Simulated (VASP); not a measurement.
# Rh (Fm-3m) in VASP: elastic constants with PBEsol

Aim: the elastic constants of Rh with PBEsol.

Everything below comes from runs of VASP 6.6.1. Logs are shortened: lines on timing, memory, paths and dates and some standing lists are left out, and cuts for length are marked.

## (1) The cell of the first run

Symmetry: Fm-3m, No. 225, cubic system. The conventional cell has a = 3.784 Å, b = 3.784 Å, c = 3.784 Å, α = 90.00°, β = 90.00°, γ = 90.00°. Within 3.5 Å of Rh (site symmetry m-3m) lie 12 Rh at 2.68 Å.

## (2) Elastic constants, PBEsol

INCAR

```
SYSTEM = Rh
  PREC = Accurate
  ENCUT = 600
  EDIFF = 1E-8
  ISMEAR = -1
  SIGMA = 0.15
  LREAL = .FALSE.
  LASPH = .TRUE.
  NELM = 60
  ALGO = Normal
  ISIF = 3
  LWAVE = .FALSE.
  LCHARG = .FALSE.
  GGA = PS
  IBRION = 6
  NFREE = 2
  POTIM = 0.015
  NSW = 1
```

KPOINTS

```
Automatic mesh
0
G
  20 20 20
  0 0 0
```

POSCAR

```
Rh
1.0
    0.0000000000      1.8920887394      1.8920887394
    1.8920887394      0.0000000000      1.8920887394
    1.8920887394      1.8920887394      0.0000000000
Rh
1
Direct
    0.0000000000      0.0000000000      0.0000000000
```

Potentials or basis: VASP PAW PBE potentials, release 64 (Rh_pv).

On the command line:

```sh
> cat potpaw_PBE.64/Rh_pv/POTCAR > POTCAR
> mpirun -np 1 vasp_std > vasp.out
```

OUTCAR:

```text
SYSTEM = Rh
   PREC = Accurate
   ENCUT = 600
   EDIFF = 1E-8
   ISMEAR = -1
   LREAL = .FALSE.
   LASPH = .TRUE.
   NELM = 60
   ISIF = 3
   GGA = PS
   IBRION = 6
   NFREE = 2
   POTIM = 0.015
   NSW = 1

 ion  position               nearest neighbor table
   1  0.000  0.000  0.000-

  LATTYP: Found a face centered cubic cell.
 ALAT       =     3.7841774788

  Lattice vectors:

 A1 = (   0.0000000000,   1.8920887394,   1.8920887394)
 A2 = (   1.8920887394,   0.0000000000,   1.8920887394)
 A3 = (   1.8920887394,   1.8920887394,   0.0000000000)

Analysis of symmetry for initial positions (statically):
=====================================================================
 Subroutine PRICEL returns:
 Original cell was already a primitive cell.

 Routine SETGRP: Setting up the symmetry group for a
 face centered cubic supercell.

 Subroutine GETGRP returns: Found 48 space group operations
 (whereof 48 operations were pure point group operations)
 out of a pool of 48 trial point group operations.

The static configuration has the point symmetry O_h .

Analysis of symmetry for dynamics (positions and initial velocities):
=====================================================================
 Subroutine PRICEL returns:
 Original cell was already a primitive cell.

 Routine SETGRP: Setting up the symmetry group for a
 face centered cubic supercell.

 Subroutine GETGRP returns: Found 48 space group operations
 (whereof 48 operations were pure point group operations)
 out of a pool of 48 trial point group operations.

The dynamic configuration has the point symmetry O_h .

 Subroutine INISYM returns: Found 48 space group operations
 (whereof 48 operations are pure point group operations),
 and found     1 'primitive' translations

----------------------------------------------------------------------------------------

[... 339 lines left out ...]
      5       8.8661      2.00000
      6       8.8661      2.00000
      7       8.8661      2.00000
      8      11.0269      1.99724
      9      11.0269      1.99724
     10      27.9510      0.00000
     11      32.3679      0.00000
[... 309 lines left out ...]
 k-point    24 :      -0.3500    0.0500    0.0000
  band No.  band energies     occupation
      1     -34.9709      2.00000
      2     -34.4344      2.00000
      3     -34.4087      2.00000
      4       5.9570      2.00000
      5       8.9312      2.00000
      6       9.0186      2.00000
      7      10.3377      1.99997
      8      11.8388      1.52747
      9      12.6011      0.03935
     10      23.4987      0.00000
     11      28.3909      0.00000

 [... further k-points ...]

------------------------ aborting loop because EDIFF is reached ----------------------------------------

  FORCE on cell =-STRESS in cart. coord.  units (eV):
  Direction    XX          YY          ZZ          XY          YZ          ZX
  --------------------------------------------------------------------------------------
  -------------------------------------------------------------------------------------
  Total       -0.0159620     -0.0159620     -0.0159620     -0.0000000     -0.0000000      0.0000000
  in kB       -1.8877454     -1.8877454     -1.8877454     -0.0000000     -0.0000000      0.0000000
  external PRESSURE =      -1.8877454 kB  Pullay stress =       0.0000000 kB
[... 16 lines left out ...]
  FREE ENERGIE OF THE ION-ELECTRON SYSTEM (eV)
  ---------------------------------------------------
  free  energy   TOTEN  =        -8.1861581979 eV

  energy  without entropy=       -8.0873332007  energy(sigma->0) =       -8.13674570

 INTERNAL STRAIN TENSORS FROM STRAINED CELLS
 ============================================

 INTERNAL STRAIN TENSOR FOR ION    1 for displacements in x,y,z  (eV/Angst):
          X           Y           Z          XY          YZ          ZX
  --------------------------------------------------------------------------------
  x     0.00000     0.00000     0.00000     0.00000     0.00000    -0.00000
  y    -0.00000     0.00000     0.00000     0.00000     0.00000    -0.00000
  z     0.00000     0.00000    -0.00000     0.00000    -0.00000    -0.00000

 INTERNAL STRAIN TENSORS FROM DISPLACED ATOMS
 ============================================

 INTERNAL STRAIN TENSOR FOR ION    1 for displacements in x,y,z  (eV/Angst):
          X           Y           Z          XY          YZ          ZX
  --------------------------------------------------------------------------------
  x     0.00000     0.00000     0.00000     0.00000     0.00000     0.00000
  y     0.00000     0.00000     0.00000     0.00000     0.00000     0.00000
  z     0.00000     0.00000     0.00000     0.00000     0.00000     0.00000

 Eigenvectors and eigenvalues of the dynamical matrix
 ----------------------------------------------------

   1 f  =    0.000000 THz     0.000000 2PiTHz    0.000000 cm-1     0.000000 meV
             X         Y         Z           dx          dy          dz
      0.000000  0.000000  0.000000    -0.867094    0.498144    0.000000

   2 f  =    0.000000 THz     0.000000 2PiTHz    0.000000 cm-1     0.000000 meV
             X         Y         Z           dx          dy          dz
      0.000000  0.000000  0.000000     0.000000    0.000000    1.000000

   3 f  =    0.000000 THz     0.000000 2PiTHz    0.000000 cm-1     0.000000 meV
             X         Y         Z           dx          dy          dz
      0.000000  0.000000  0.000000     0.498144    0.867094    0.000000

--------------------------------------------------------------------------------------------------------

 ELASTIC MODULI CONTR FROM IONIC RELAXATION (kBar)
 Direction    XX          YY          ZZ          XY          YZ          ZX
 --------------------------------------------------------------------------------
 XX           0.0000      0.0000      0.0000      0.0000      0.0000      0.0000
 YY           0.0000      0.0000      0.0000      0.0000      0.0000      0.0000
 ZZ           0.0000      0.0000      0.0000      0.0000      0.0000      0.0000
 XY           0.0000      0.0000      0.0000      0.0000      0.0000      0.0000
 YZ           0.0000      0.0000      0.0000      0.0000      0.0000      0.0000
 ZX           0.0000      0.0000      0.0000      0.0000      0.0000      0.0000
 --------------------------------------------------------------------------------

 TOTAL ELASTIC MODULI (kBar)
 Direction    XX          YY          ZZ          XY          YZ          ZX
 --------------------------------------------------------------------------------
 XX        4558.2623   2076.8267   2076.8267     -0.0000      0.0000     -0.0000
 YY        2076.8267   4558.2623   2076.8267     -0.0000     -0.0000     -0.0000
 ZZ        2076.8267   2076.8267   4558.2623     -0.0000     -0.0000      0.0000
 XY          -0.0000     -0.0000     -0.0000   2043.7488     -0.0000      0.0000
 YZ           0.0000     -0.0000     -0.0000     -0.0000   2043.7488      0.0000
 ZX          -0.0000     -0.0000      0.0000      0.0000      0.0000   2043.7488
 --------------------------------------------------------------------------------
```

stdout:

```text
POSCAR found type information on POSCAR Rh
 POSCAR found :  1 types and       1 ions
 scaLAPACK will be used
 -----------------------------------------------------------------------------
|                                                                             |
|                                                                             |
|     You enforced a specific xc type in the INCAR file but a different       |
|     I HOPE YOU KNOW WHAT YOU ARE DOING!                                     |
|                                                                             |
 -----------------------------------------------------------------------------

 LDA part: xc-table for (Slater+PW92), standard interpolation
 POSCAR, INCAR and KPOINTS ok, starting setup
 FFT: planning ... GRIDC
 FFT: planning ... GRID_SOFT
 FFT: planning ... GRID
 WAVECAR not read
 entering main loop
 Found     1 degrees of freedom:
 Adding 6 more for cell shape distortion
 Finite differences POTIM= 0.01500 DOF=   7
 bond charge predicted
 Finite differences progress:
 bond charge predicted
 Finite differences progress:
 bond charge predicted
 Finite differences progress:
 bond charge predicted
 Finite differences progress:
 bond charge predicted
 Finite differences progress:
 bond charge predicted
 Finite differences progress:
 bond charge predicted
 Finite differences progress:
 bond charge predicted
 Finite differences progress:
 bond charge predicted
 Finite differences progress:
 bond charge predicted
 Finite differences progress:
 bond charge predicted
 Finite differences progress:
 bond charge predicted
 Finite differences progress:
 bond charge predicted
 Finite differences progress:
 bond charge predicted
 Finite differences progress:
```

Run time: 13 min. Hardware: 1 thread of Intel Xeon Platinum 8559C (Emerald Rapids), shared host; peak memory 0.77 GiB.

What came out:

```
Elastic constants C11, C12, C44 : 456, 208, 204 GPa
Voigt bulk modulus              : 290 GPa
```

Elastic tensor in Voigt notation (GPa, in the Cartesian axes of the cell as first typed):
```
456 208 208   0   0   0
208 456 208   0   0   0
208 208 456   0   0   0
  0   0   0 204   0   0
  0   0   0   0 204   0
  0   0   0   0   0 204
```

Clamped-ion elastic tensor (GPa):
```
456 208 208   0   0   0
208 456 208   0   0   0
208 208 456   0   0   0
  0   0   0 204   0   0
  0   0   0   0 204   0
  0   0   0   0   0 204
```

Caveat: the PAW data sets were made with another functional, which shifts forces and pressure a little.
